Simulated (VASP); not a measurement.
A run of VASP 6.6.1 is set up as follows.

Contents of INCAR:

```
PREC = Accurate
ENCUT = 520
EDIFF = 1E-7
ISMEAR = 0
SIGMA = 0.1
LREAL = False
LASPH = True
NELM = 60
ALGO = Normal
ISIF = 2
LWAVE = False
LCHARG = False
GGA = PE
NBANDS = 38
```

Contents of KPOINTS:

```
regular mesh
0
Gamma
  4 2 4
```

Contents of POSCAR:

```
Si2As
1.0
    1.8821213926     -3.2599298779      0.0000000000
   -5.6463641777     -3.2599298779      0.0000000000
    0.0000000000      2.1732865853    -11.9197556748
Si As
8 4
Direct
    0.4826317726      0.8275439242      0.9652635452
    0.9826317726      0.3275439242      0.9652635452
    0.0173682274      0.6724560758      0.0347364548
    0.5173682274      0.1724560758      0.0347364548
    0.3839840496      0.7946613499      0.7679680991
    0.8839840496      0.2946613499      0.7679680991
    0.1160159505      0.7053386502      0.2320319009
    0.6160159505      0.2053386502      0.2320319009
    0.6611402200      0.5537134067      0.3222804399
    0.1611402200      0.0537134067      0.3222804399
    0.8388597801      0.9462865934      0.6777195601
    0.3388597801      0.4462865934      0.6777195601
```

Potentials or basis: VASP PAW PBE potentials, release 64 (Si, As).

Run with:

```sh
$ cat potpaw_PBE.64/Si/POTCAR potpaw_PBE.64/As/POTCAR > POTCAR
$ mpirun -np 1 vasp_std > vasp.out
```

Problem. What does it give for the band gap on the k mesh?

Solution. 1.00 eV.

Problem. Predict the largest force.

Solution. 0.047 eV/Å.

Problem. Predict the pressure.

Solution. 0.2 GPa.

Stress tensor (GPa, compression positive):
```
-0.12 -0.65 -0.05
-0.65  0.63 -0.03
-0.05 -0.03 -0.04
```

Caveat: the k points lie up to 0.48 Å⁻¹ apart; this functional lacks dispersion, which binds layers or chains, so the pressure and a relaxed spacing across them are unreliable. A k mesh can miss the band edges.
